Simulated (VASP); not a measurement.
# Ir (Fm-3m) in VASP: further runs, part 2 of 2

VASP 6.6.1. Earlier steps stand in the parts before.

### Step 4. Single point, PBE

This run uses another cell than the first one: it holds 1 atom, not 2.

The input, INCAR:

```
PREC = Accurate ; ENCUT = 520
EDIFF = 1E-6 ; ISMEAR = 0
SIGMA = 0.1 ; LREAL = F
LASPH = T ; NELM = 100
ALGO = Normal ; ISIF = 2
LWAVE = F ; LCHARG = F
GGA = PE ; NBANDS = 10
```

The input, KPOINTS:

```
Automatic mesh
0
Gamma
  18 18 18
```

The input, POSCAR:

```
Ir
1.0
    0.0000000000      1.9353304888      1.9353304888
    1.9353304888      0.0000000000      1.9353304888
    1.9353304888      1.9353304888      0.0000000000
Ir
1
Direct
    0.0000000000      0.0000000000      0.0000000000
```

Potentials or basis: VASP PAW PBE potentials, release 64 (Ir).

Started as:

```bash
$ cat potpaw_PBE.64/Ir/POTCAR > POTCAR
$ mpirun -np 1 vasp_std > vasp.out
```

OUTCAR:

```text
PREC = Accurate
   ENCUT = 520
   EDIFF = 1E-6
   ISMEAR = 0
   LREAL = F
   LASPH = T
   NELM = 100
   ISIF = 2
   GGA = PE

 ion  position               nearest neighbor table
   1  0.000  0.000  0.000-

  LATTYP: Found a face centered cubic cell.
 ALAT       =     3.8706609776

  Lattice vectors:

 A1 = (   0.0000000000,   1.9353304888,   1.9353304888)
 A2 = (   1.9353304888,   0.0000000000,   1.9353304888)
 A3 = (   1.9353304888,   1.9353304888,   0.0000000000)

Analysis of symmetry for initial positions (statically):
[... 480 lines left out ...]
      2       5.5986      2.00000
      3       6.6846      2.00000
      4       6.7737      2.00000
      5       8.5580      2.00000
      6       9.3823      2.00000
      7      24.0409      0.00000
      8      26.8149      0.00000
      9      31.7727      0.00000
     10      33.0107      0.00000

 [... further k-points ...]
[... 5 lines left out ...]
  --------------------------------------------------------------------------------------
  -------------------------------------------------------------------------------------
  Total        0.0433096      0.0433096      0.0433096      0.0000000      0.0000000      0.0000000
  in kB        4.7862905      4.7862905      4.7862905      0.0000000      0.0000000      0.0000000
  external PRESSURE =       4.7862905 kB  Pullay stress =       0.0000000 kB

 VOLUME and BASIS-vectors are now :
 -----------------------------------------------------------------------------
  energy-cutoff  :      520.00
  volume of cell :       14.50
      direct lattice vectors                 reciprocal lattice vectors
     0.000000000  1.935330489  1.935330489    -0.258353807  0.258353807  0.258353807
     1.935330489  0.000000000  1.935330489     0.258353807 -0.258353807  0.258353807
     1.935330489  1.935330489  0.000000000     0.258353807  0.258353807 -0.258353807

 POSITION                                       TOTAL-FORCE (eV/Angst)
 -----------------------------------------------------------------------------------
      0.00000      0.00000      0.00000        -0.000000     -0.000000     -0.000000
 -----------------------------------------------------------------------------------
    total drift:                               -0.000000     -0.000000     -0.000000

  FREE ENERGIE OF THE ION-ELECTRON SYSTEM (eV)
  ---------------------------------------------------
  free  energy   TOTEN  =        -8.8537619925 eV

  energy  without entropy=       -8.8483999389  energy(sigma->0) =       -8.85108097
```

stdout:

```text
POSCAR found type information on POSCAR Ir
 POSCAR found :  1 types and       1 ions
 scaLAPACK will be used
 LDA part: xc-table for (Slater+PW92), standard interpolation
 POSCAR, INCAR and KPOINTS ok, starting setup
 FFT: planning ... GRIDC
 FFT: planning ... GRID_SOFT
 FFT: planning ... GRID
 WAVECAR not read
 entering main loop
```

Run time: 38 s. Hardware: 1 thread of AMD EPYC 7R13, shared host; peak memory 0.12 GiB.

Results:

- Free energy: -8.8538 eV
- Pressure: 0.5 GPa

Caveat: spin-orbit coupling is left out, which moves the levels of the heavy elements.

### Step 5. Single point, LDA

This run uses another cell than the first one: it holds 1 atom, not 2.

The input, INCAR:

```
PREC     = Accurate       # precision mode
ENCUT    = 500            # plane-wave cutoff, eV
EDIFF    = 1E-6           # SCF threshold, eV
ISMEAR   = 0              # smearing method
SIGMA    = 0.1            # smearing width, eV
LREAL    = F              # projectors in reciprocal space
LASPH    = T              # aspherical terms in the spheres
NELM     = 120            # most SCF steps
ALGO     = Normal         # electronic algorithm
ISIF     = 2              # what is computed and relaxed
LWAVE    = F              # write WAVECAR
LCHARG   = F              # write CHGCAR
NBANDS   = 14             # bands
GGA_COMPAT= F
```

The input, KPOINTS:

```
regular mesh
0
Gamma
  18 18 18
```

The input, POSCAR:

```
Ir
1.0
    0.0000000000      1.9353304886      1.9353304886
    1.9353304886      0.0000000000      1.9353304886
    1.9353304886      1.9353304886      0.0000000000
Ir
1
Direct
    0.0000000000      0.0000000000      0.0000000000
```

Potentials or basis: VASP PAW LDA potentials, release 64 (Ir_sv_GW).

Started as:

```bash
$ cat potpaw_LDA.64/Ir_sv_GW/POTCAR > POTCAR
$ mpirun -np 1 vasp_std > vasp.out
```

It used 44 s of CPU time on 1 thread of AMD EPYC 7R13 Processor (Zen 3), with other jobs on the host.

Results (log left out):

```
Free energy : -10.8738 eV
Pressure    : -18.6 GPa
```

Levels at points of the mesh, in eV from the Fermi level:
```tsv
k point	band 4	band 5	band 6	band 7	band 8	band 9	band 10	band 11	band 12	band 13
(0.00, 0.00, 0.00)	-49.18	-10.86	-3.80	-3.80	-3.80	-1.17	-1.17	13.69	19.03	19.03
(0.50, 0.00, 0.00)	-49.29	-7.88	-3.88	-3.88	-0.68	0.84	0.84	7.01	13.34	18.89
(0.50, 0.50, 0.00)	-49.46	-7.66	-7.12	0.82	1.38	1.38	1.71	10.18	11.36	11.36
```

Caveat: spin-orbit coupling is left out, which moves the levels of the heavy elements.

### Step 6. Single point, r2SCAN

This run uses another cell than the first one: it holds 1 atom, not 2.

POSCAR is that of step 5.

The input, INCAR.step1:

```
ALGO     = Normal         # electronic algorithm
EDIFF    = 1E-5           # SCF threshold, eV
ENCUT    = 550            # plane-wave cutoff, eV
GGA      = PE             # functional
GGA_COMPAT= F            
ISMEAR   = 0              # smearing method
LASPH    = T              # aspherical terms in the spheres
LCHARG   = F              # write CHGCAR
LREAL    = F              # projectors in reciprocal space
LWAVE    = T              # write WAVECAR
NBANDS   = 14             # bands
NELM     = 120            # most SCF steps
PREC     = Accurate       # precision mode
SIGMA    = 0.1            # smearing width, eV
```

The input, INCAR.step2:

```
ALGO     = Normal         # electronic algorithm
EDIFF    = 1E-6           # SCF threshold, eV
ENCUT    = 550            # plane-wave cutoff, eV
GGA_COMPAT= F            
ISIF     = 2              # what is computed and relaxed
ISMEAR   = 0              # smearing method
ISTART   = 1            
LASPH    = T              # aspherical terms in the spheres
LCHARG   = F              # write CHGCAR
LMIXTAU  = T            
LREAL    = F              # projectors in reciprocal space
LWAVE    = F              # write WAVECAR
METAGGA  = R2SCAN         # meta-GGA
NBANDS   = 14             # bands
NELM     = 120            # most SCF steps
PREC     = Accurate       # precision mode
SIGMA    = 0.1            # smearing width, eV
```

The input, KPOINTS:

```
k-points
0
Gamma
  18 18 18
```

Potentials or basis: VASP PAW PBE potentials, release 64 (Ir_sv_GW).

Started as:

```bash
$ cat potpaw_PBE.64/Ir_sv_GW/POTCAR > POTCAR
$ cp INCAR.step1 INCAR
$ mpirun -np 1 vasp_std > vasp.out
$ cp INCAR.step2 INCAR
$ mpirun -np 1 vasp_std > vasp.out
```

It took 85 s on 1 thread of Intel Xeon Platinum 8375C at 2.90GHz (Ice Lake), shared host; peak memory 0.19 GiB.

The run converged. Its results:

| Quantity | Value |
| --- | --- |
| Free energy | -52.9003 eV |
| Pressure | -9.5 GPa |

Levels at points of the mesh, in eV from the Fermi level:
```tsv
k point	band 4	band 5	band 6	band 7	band 8	band 9	band 10	band 11	band 12	band 13
(0.00, 0.00, 0.00)	-50.84	-11.27	-3.89	-3.89	-3.89	-1.28	-1.28	14.30	19.96	19.96
(0.50, 0.00, 0.00)	-50.95	-8.17	-4.03	-4.03	-0.67	0.86	0.86	7.41	14.06	19.81
(0.50, 0.50, 0.00)	-51.13	-7.94	-7.38	0.76	1.47	1.47	1.72	10.75	11.91	11.91
```

Caveat: the PAW data sets were made with another functional, which shifts forces and pressure a little; spin-orbit coupling is left out, which moves the levels of the heavy elements.

### Step 7. Overview

| level | potentials or basis | cell | k mesh | cutoff (eV) | second run | gap on the mesh (eV) | pressure (GPa) |
| --- | --- | --- | --- | --- | --- | --- | --- |
| PBE | VASP PAW PBE potentials, release 64 (Ir) | a = 2.737, b = 2.737, c = 3.871 Å, 2 atoms | 12 × 12 × 12 | 520 | - | none | 0.3 |
| PBE | VASP PAW PBE potentials, release 64 (Ir) | a = 2.737, b = 2.737, c = 6.704 Å, angles 90.0, 90.0, 120.0°, 3 atoms | 12 × 12 × 6 | 520 | - | none | 0.3 |
| PBE | VASP PAW PBE potentials, release 64 (Ir) | a = 2.737 Å, angles 60.0°, 1 atom | 18 × 18 × 18 | 520 | - | none | 0.5 |
| LDA | VASP PAW LDA potentials, release 64 (Ir_sv_GW) | a = 2.737 Å, angles 60.0°, 1 atom | 18 × 18 × 18 | 500 | valence_matched | none | -18.6 |
| r2SCAN | VASP PAW PBE potentials, release 64 (Ir_sv_GW) | a = 2.737 Å, angles 60.0°, 1 atom | 18 × 18 × 18 | 550 | valence_matched | none | -9.5 |

Alike in all rows: task single point; no spin polarisation; smearing gaussian 0.1 eV.

Caveats: spin-orbit coupling is left out, which moves the levels of the heavy elements; the PAW data sets were made with another functional, which shifts forces and pressure a little (some runs).

Absolute energies hang on the potentials; compare differences alone.
